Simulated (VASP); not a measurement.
# Fe (Fd-3m) in VASP: notebook

Fe is run at these levels: PBE; tasks: single point.

All numbers are computed with VASP 6.6.1; they aren't measurements. Logs are shortened: lines on timing, memory, paths and dates and some standing lists are left out, and cuts for length are marked.

## Step 1: The cell of the first run

Symmetry: Fd-3m, No. 227, cubic system. Conventional cell: a = 4.672 Å, b = 4.672 Å, c = 4.672 Å, α = 90.00°, β = 90.00°, γ = 90.00°. Fe (site symmetry -43m) has 4 Fe at 2.02 Å within 2.7 Å.

This isn't the form of Fe at room conditions, which is bcc.

## Step 2: Single point, PBE (12.75 Å³/atom)

The input, INCAR:

```
ALGO     = Normal         # electronic algorithm
EDIFF    = 1E-6           # SCF threshold, eV
ENCUT    = 690            # plane-wave cutoff, eV
GGA      = PE             # functional
GGA_COMPAT= False        
ISIF     = 2              # what is computed and relaxed
ISMEAR   = -1             # smearing method
LASPH    = True           # aspherical terms in the spheres
LCHARG   = False          # write CHGCAR
LREAL    = False          # projectors in reciprocal space
LWAVE    = False          # write WAVECAR
NBANDS   = 23             # bands
NELM     = 120            # most SCF steps
PREC     = Accurate       # precision mode
SIGMA    = 0.1            # smearing width, eV
```

The input, KPOINTS:

```
k-points
0
Gamma
  13 13 13
```

The input, POSCAR:

```
Fe
1.0
    0.0000000000      2.3361040874      2.3361040874
    2.3361040874      0.0000000000      2.3361040874
    2.3361040874      2.3361040874      0.0000000000
Fe
2
Direct
    0.1250000000      0.1250000000      0.1250000000
    0.8750000000      0.8750000000      0.8750000000
```

Potentials or basis: VASP PAW PBE potentials, release 64 (Fe_sv).

Command:

```sh
$ cat potpaw_PBE.64/Fe_sv/POTCAR > POTCAR
$ mpirun -np 1 vasp_std > vasp.out
```

OUTCAR:

```text
EDIFF = 1E-6
   ENCUT = 690
   GGA = PE
   ISIF = 2
   ISMEAR = -1
   LASPH = True
   LREAL = False
   NELM = 120
   PREC = Accurate

 ion  position               nearest neighbor table
   1  0.125  0.125  0.125-   2 2.02   2 2.02   2 2.02   2 2.02
   2  0.875  0.875  0.875-   1 2.02   1 2.02   1 2.02   1 2.02

  LATTYP: Found a face centered cubic cell.
 ALAT       =     4.6722081748

  Lattice vectors:

 A1 = (   0.0000000000,   2.3361040874,   2.3361040874)
 A2 = (   2.3361040874,   0.0000000000,   2.3361040874)
 A3 = (   2.3361040874,   2.3361040874,   0.0000000000)

Analysis of symmetry for initial positions (statically):
=====================================================================
 Subroutine PRICEL returns:
 Original cell was already a primitive cell.

 Routine SETGRP: Setting up the symmetry group for a
 face centered cubic supercell.

 Subroutine GETGRP returns: Found 48 space group operations
 (whereof 12 operations were pure point group operations)
 out of a pool of 48 trial point group operations.

The static configuration has the point symmetry D_3d.
 The point group associated with its full space group is O_h .

Analysis of symmetry for dynamics (positions and initial velocities):
=====================================================================
 Subroutine PRICEL returns:
 Original cell was already a primitive cell.

 Routine SETGRP: Setting up the symmetry group for a
 face centered cubic supercell.

 Subroutine GETGRP returns: Found 48 space group operations
 (whereof 12 operations were pure point group operations)
 out of a pool of 48 trial point group operations.

The dynamic configuration has the point symmetry D_3d.
 The point group associated with its full space group is O_h .

 Subroutine INISYM returns: Found 48 space group operations
 (whereof 12 operations are pure point group operations),
 and found     1 'primitive' translations

----------------------------------------------------------------------------------------

                                     Primitive cell

  volume of cell :      25.4980

  direct lattice vectors                    reciprocal lattice vectors
     0.000000000  2.336104087  2.336104087    -0.214031559  0.214031559  0.214031559
     2.336104087  0.000000000  2.336104087     0.214031559 -0.214031559  0.214031559
     2.336104087  2.336104087  0.000000000     0.214031559  0.214031559 -0.214031559

  length of vectors
     3.303750084  3.303750084  3.303750084     0.370713535  0.370713535  0.370713535

  position of ions in fractional coordinates (direct lattice)
     0.125000000  0.125000000  0.125000000
     0.875000000  0.875000000  0.875000000

  ion indices of the primitive-cell ions
   primitive index   ion index
                 1           1
                 2           2

----------------------------------------------------------------------------------------

 KPOINTS: k-points

Automatic generation of k-mesh.
 Grid dimensions read from file:
 generate k-points for:   13   13   13

 Generating k-lattice:

  Cartesian coordinates                     Fractional coordinates (reciprocal lattice)
    -0.016463966  0.016463966  0.016463966     0.076923077  0.000000000  0.000000000
     0.016463966 -0.016463966  0.016463966     0.000000000  0.076923077  0.000000000
     0.016463966  0.016463966 -0.016463966     0.000000000  0.000000000  0.076923077

  Length of vectors
     0.028516426  0.028516426  0.028516426

  Shift w.r.t. Gamma in fractional coordinates (k-lattice)
     0.000000000  0.000000000  0.000000000

 Subroutine IBZKPT returns following result:
 ===========================================

 Found     84 irreducible k-points:

 Following reciprocal coordinates:
            Coordinates               Weight
  0.000000  0.000000  0.000000      1.000000
  0.076923  0.000000  0.000000      8.000000
  0.153846  0.000000  0.000000      8.000000
  0.230769  0.000000  0.000000      8.000000
  0.307692  0.000000  0.000000      8.000000
  0.384615  0.000000  0.000000      8.000000
[... 16 lines left out ...]
  0.384615  0.153846  0.000000     24.000000
  0.461538  0.153846  0.000000     24.000000
 [... further k-points ...]
   k-points           NKPTS =     84   k-points in BZ     NKDIM =     84   number of bands    NBANDS=     23
   number of dos      NEDOS =    301   number of ions     NIONS =      2
   total plane-waves  NPLWV =  21952
   dimension x,y,z NGX =    28 NGY =   28 NGZ =   28
   dimension x,y,z NGXF=    56 NGYF=   56 NGZF=   56
   ions per type =               2
   NGX,Y,Z   is equivalent  to a cutoff of  14.09, 14.09, 14.09 a.u.
   NGXF,Y,Z  is equivalent  to a cutoff of  28.18, 28.18, 28.18 a.u.
 SYSTEM =  unknown system
   PREC   = accura    normal or accurate (medium, high low for compatibility)
   ISTART =      0    job   : 0-new  1-cont  2-samecut
   ICHARG =      2    charge: 1-file 2-atom 10-const
   ISPIN  =      1    spin polarized calculation?
   LNONCOLLINEAR =      F non collinear calculations
   LSORBIT =      F    spin-orbit coupling
   LASPH  =      T    aspherical Exc in radial PAW
   ENCUT  =  690.0 eV  50.71 Ry    7.12 a.u.   7.08  7.08  7.08*2*pi/ulx,y,z
   NELM   =    120;   NELMIN=  2; NELMDL= -5     # of ELM steps
   EDIFF  = 0.1E-05   stopping-criterion for ELM
   LREAL  =      F    real-space projection
   EDIFFG = 0.1E-04   stopping-criterion for IOM
   NSW    =      0    number of steps for IOM
   IBRION =     -1    ionic relax: 0-MD 1-quasi-New 2-CG
   NFREE  =      0    steps in history (QN), initial steepest desc. (CG)
   ISIF   =      2    stress and relaxation
   ISYM   =      2    0-nonsym 1-usesym 2-fastsym
   POTIM  = 0.5000    time-step for ionic-motion
   TEBEG  =    0.0;   TEEND  =   0.0 temperature during run
   PSTRESS=    0.0 pullay stress
   NELECT =      32.0000    total number of electrons
   NUPDOWN=      -1.0000    fix difference up-down
   EMIN   =  10.00;   EMAX   =-10.00  energy-range for DOS
   EFERMI =   0.00;   METHOD = LEGACY
   ISMEAR =    -1;   SIGMA  =   0.10  broadening in eV -4-tet -1-fermi 0-gaus
   EFERMI_NEDOS =   21; number of points for ismear=-14 and -15
   IALGO  =     38    algorithm
   IMIX   =      4    mixing-type and parameters
     AMIX     =   0.40;   BMIX     =  1.00
     AMIX_MAG =   1.60;   BMIX_MAG =  1.00
  volume/ion in A,a.u.               =      12.75        86.03
  Fermi-wavevector in a.u.,A,eV,Ry     =   1.765859  3.336989 42.426465  3.118257
  Thomas-Fermi vector in A             =   2.833557
   LORBIT       =      0    0 simple, 1 ext, 2 COOP (PROOUT), +10 PAW based schemes
   GGA     = PE    functional components
   LHFCALC =     F    Hartree Fock is set to
   AEXX    =    0.0000 exact exchange contribution
   IVDW    =     0    specifies the selected vdW correction
   LEPSILON=     F    determine dielectric tensor
   LRPA    =     F    only Hartree local field effects (RPA)
 non-spin polarized calculation
  energy-cutoff  :      690.00
  volume of cell :       25.50
 maximum number of plane-waves:      1067
   NGX = 15   NGY = 15   NGZ = 15

 number of electron      32.0000023 magnetization

 Free energy of the ion-electron system (eV)
  ---------------------------------------------------
  ext. energy  EPLUGINS =         0.00000000
  ---------------------------------------------------
  free energy    TOTEN  =       -13.94310034 eV

  energy without entropy =      -13.87179916  energy(sigma->0) =      -13.90744975

 E-fermi :  10.3270     XC(G=0): -12.6906

 val. band max:       10.2912940486   @ k =   0.3846   0.3846   0.0000
 cond. band min:      10.3323326358   @ k =   0.3846   0.0000   0.0000
 fundamental gap:      0.0410385871
 Fermi energy:        10.3270296199

 k-point     1 :       0.0000    0.0000    0.0000
  band No.  band energies     occupation
      1     -77.0217      2.00000
      2     -76.4084      2.00000
      3     -43.2541      2.00000
      4     -43.2541      2.00000
      5     -43.2541      2.00000
      6     -42.4186      2.00000
[... 15 lines left out ...]
     22      25.8019      0.00000
     23      26.1690      0.00000

 k-point     2 :       0.0769    0.0000    0.0000
  band No.  band energies     occupation
      1     -77.0152      2.00000
      2     -76.4151      2.00000
      3     -43.2601      2.00000
      4     -43.2601      2.00000
      5     -43.2533      2.00000
      6     -42.4196      2.00000
[... 15 lines left out ...]
     22      25.0055      0.00000
     23      26.1538      0.00000

 k-point     3 :       0.1538    0.0000    0.0000
  band No.  band energies     occupation
      1     -76.9962      2.00000
      2     -76.4347      2.00000
      3     -43.2769      2.00000
      4     -43.2769      2.00000
      5     -43.2527      2.00000
      6     -42.4227      2.00000
[... 15 lines left out ...]
     22      24.1816      0.00000
     23      25.3790      0.00000

 k-point     4 :       0.2308    0.0000    0.0000
  band No.  band energies     occupation
      1     -76.9669      2.00000
      2     -76.4648      2.00000
      3     -43.2996      2.00000
      4     -43.2996      2.00000
      5     -43.2524      2.00000
      6     -42.4270      2.00000
[... 15 lines left out ...]
     22      23.4812      0.00000
     23      24.6577      0.00000

 k-point     5 :       0.3077    0.0000    0.0000
  band No.  band energies     occupation
      1     -76.9314      2.00000
      2     -76.5013      2.00000
      3     -43.3227      2.00000
      4     -43.3227      2.00000
      5     -43.2527      2.00000
      6     -42.4307      2.00000
[... 434 lines left out ...]
 k-point    22 :       0.3077    0.1538    0.0000
  band No.  band energies     occupation
      1     -76.9329      2.00000
      2     -76.4996      2.00000
      3     -43.3561      2.00000
      4     -43.3497      2.00000
      5     -43.1681      2.00000
      6     -42.5117      2.00000
[... 15 lines left out ...]
     22      22.1002      0.00000
     23      23.4205      0.00000

 k-point    23 :       0.3846    0.1538    0.0000
  band No.  band energies     occupation
      1     -76.8967      2.00000
      2     -76.5366      2.00000
      3     -43.3846      2.00000
      4     -43.3668      2.00000
      5     -43.1532      2.00000
      6     -42.5273      2.00000
[... 15 lines left out ...]
     22      20.9877      0.00000
     23      23.1686      0.00000

 k-point    24 :       0.4615    0.1538    0.0000
  band No.  band energies     occupation
      1     -76.8639      2.00000
      2     -76.5700      2.00000
      3     -43.4077      2.00000
      4     -43.3751      2.00000
      5     -43.1437      2.00000
      6     -42.5366      2.00000
[... 15 lines left out ...]
     22      20.1362      0.00000
     23      23.0751      0.00000

 [... further k-points ...]

------------------------ aborting loop because EDIFF is reached ----------------------------------------

  FORCE on cell =-STRESS in cart. coord.  units (eV):
  Direction    XX          YY          ZZ          XY          YZ          ZX
  --------------------------------------------------------------------------------------
  -------------------------------------------------------------------------------------
  Total        3.9735097      3.9735097      3.9735097      0.0000000     -0.0000000     -0.0000000
  in kB      249.6768587    249.6768587    249.6768587      0.0000000     -0.0000000     -0.0000000
  external PRESSURE =     249.6768587 kB  Pullay stress =       0.0000000 kB

 VOLUME and BASIS-vectors are now :
 -----------------------------------------------------------------------------
  energy-cutoff  :      690.00
  volume of cell :       25.50
      direct lattice vectors                 reciprocal lattice vectors
     0.000000000  2.336104087  2.336104087    -0.214031559  0.214031559  0.214031559
     2.336104087  0.000000000  2.336104087     0.214031559 -0.214031559  0.214031559
     2.336104087  2.336104087  0.000000000     0.214031559  0.214031559 -0.214031559

 POSITION                                       TOTAL-FORCE (eV/Angst)
 -----------------------------------------------------------------------------------
      0.58403      0.58403      0.58403         0.000000      0.000000      0.000000
      4.08818      4.08818      4.08818        -0.000000     -0.000000     -0.000000
 -----------------------------------------------------------------------------------
    total drift:                                0.000000      0.000000     -0.000000

  FREE ENERGIE OF THE ION-ELECTRON SYSTEM (eV)
  ---------------------------------------------------
  free  energy   TOTEN  =       -13.9431003374 eV

  energy  without entropy=      -13.8717991596  energy(sigma->0) =      -13.90744975
```

Wall time 24 s (1 thread of AMD EPYC 9R45 (Zen 5), shared host); peak memory 0.16 GiB.

What came out:

```
Free energy            : -13.9431 eV
Pressure               : 25.0 GPa
Band gap on the k mesh : zero (bands 16 and 17 overlap by 0.92 eV)
```

Levels at points of the mesh, in eV from the Fermi level:
| k point | band 12 | band 13 | band 14 | band 15 | band 16 | band 17 | band 18 | band 19 | band 20 | band 21 |
| --- | --- | --- | --- | --- | --- | --- | --- | --- | --- | --- |
| (0.00, 0.00, 0.00) | -2.82 | -2.82 | -2.82 | -0.46 | -0.46 | -0.46 | 1.50 | 1.50 | 15.47 | 15.47 |

Caveat: the cell stands under pressure; the run has no spin polarisation, though such a crystal can be magnetic.

## Step 3: Single point, PBE (14.49 Å³/atom)

This run uses another cell than the first one, of 14.49 Å³/atom.

The input, INCAR:

```
SYSTEM = Fe
PREC     = Accurate       ! precision mode
ENCUT    = 690            ! plane-wave cutoff, eV
EDIFF    = 1E-6           ! SCF threshold, eV
ISMEAR   = -1             ! smearing method
SIGMA    = 0.1            ! smearing width, eV
LREAL    = .FALSE.        ! projectors in reciprocal space
LASPH    = .TRUE.         ! aspherical terms in the spheres
NELM     = 120            ! most SCF steps
ALGO     = Normal         ! electronic algorithm
ISIF     = 2              ! what is computed and relaxed
LWAVE    = .FALSE.        ! write WAVECAR
LCHARG   = .FALSE.        ! write CHGCAR
GGA      = PE             ! functional
NBANDS   = 23             ! bands
GGA_COMPAT= .FALSE.
```

The input, KPOINTS:

```
regular mesh
0
G
  13 13 13
  0 0 0
```

The input, POSCAR:

```
Fe
1.0
    0.0000000000      2.4377993968      2.4377993968
    2.4377993968      0.0000000000      2.4377993968
    2.4377993968      2.4377993968      0.0000000000
Fe
2
Direct
    0.1250000000      0.1250000000      0.1250000000
    0.8750000000      0.8750000000      0.8750000000
```

Potentials or basis: VASP PAW PBE potentials, release 64 (Fe_sv).

Command:

```sh
$ cat potpaw_PBE.64/Fe_sv/POTCAR > POTCAR
$ mpirun -np 1 vasp_std > vasp.out
```

Wall time 68 s (1 thread of Intel Xeon Platinum 8488C (Sapphire Rapids), shared host); peak memory 0.21 GiB.

Results (log left out):

* Free energy: -14.1898 eV
* Pressure: -1.2 GPa
* Band gap on the k mesh: zero (bands 16 and 17 overlap by 0.79 eV)

Levels at points of the mesh, in eV from the Fermi level:
```
           k point  band 14  band 15  band 16  band 17  band 18  band 19
(0.00, 0.00, 0.00)    -2.45    -0.40    -0.40    -0.40     1.24     1.24
```

Caveat: the run has no spin polarisation, though such a crystal can be magnetic. Spin polarisation is off, so any magnetic state and its effect on volume and gap are missing.

## Step 4: Single point, PBE

This run uses another cell than the first one, of 14.49 Å³/atom.

The input, INCAR:

```
SYSTEM = Fe
  PREC = Accurate
  ENCUT = 690
  EDIFF = 1E-6
  ISMEAR = -1
  SIGMA = 0.1
  LREAL = .False.
  LASPH = .True.
  NELM = 120
  ALGO = Normal
  ISIF = 2
  LWAVE = .False.
  LCHARG = .False.
  GGA = PE
  NBANDS = 23
  GGA_COMPAT = .False.
```

The input, KPOINTS:

```
regular mesh
0
Gamma
  11 11 11
  0 0 0
```

POSCAR is that of step 3.

Command:

```sh
$ cat potpaw_PBE.64/Fe_sv/POTCAR > POTCAR
$ mpirun -np 1 vasp_std > vasp.out
```

Wall time 26 s (1 thread of AMD EPYC 9R45 (Zen 5), shared host); peak memory 0.16 GiB.

It converged, with:

| Quantity | Value |
| --- | --- |
| Free energy | -14.1897 eV |
| Pressure | -1.2 GPa |
| Band gap on the k mesh | zero (bands 16 and 17 overlap by 0.66 eV) |

Levels at points of the mesh, in eV from the Fermi level:
| k point | band 14 | band 15 | band 16 | band 17 | band 18 | band 19 |
| --- | --- | --- | --- | --- | --- | --- |
| (0.00, 0.00, 0.00) | -2.45 | -0.40 | -0.40 | -0.40 | 1.24 | 1.24 |

Caveat: the run has no spin polarisation, though such a crystal can be magnetic. Spin polarisation is off, so any magnetic state and its effect on volume and gap are missing.

## Step 5: The runs side by side

```csv
cell,k mesh,gap on the mesh (eV),pressure (GPa)
"a = 3.304 Å, angles 60.0°, 2 atoms",13 × 13 × 13,none,25.0
"a = 3.448 Å, angles 60.0°, 2 atoms",13 × 13 × 13,none,-1.2
"a = 3.448 Å, angles 60.0°, 2 atoms",11 × 11 × 11,none,-1.2
```

Alike in all rows: task single point; level PBE; potentials or basis VASP PAW PBE potentials, release 64 (Fe_sv); no spin polarisation; cutoff (eV) 690; smearing fermi-dirac 0.1 eV.

Caveats: the run has no spin polarisation, though such a crystal can be magnetic; the cell stands under pressure (at least some runs).

Absolute energies hang on the potentials; compare differences alone.

The gap in the log of VASP goes by the Fermi energy; the results here count the filled bands.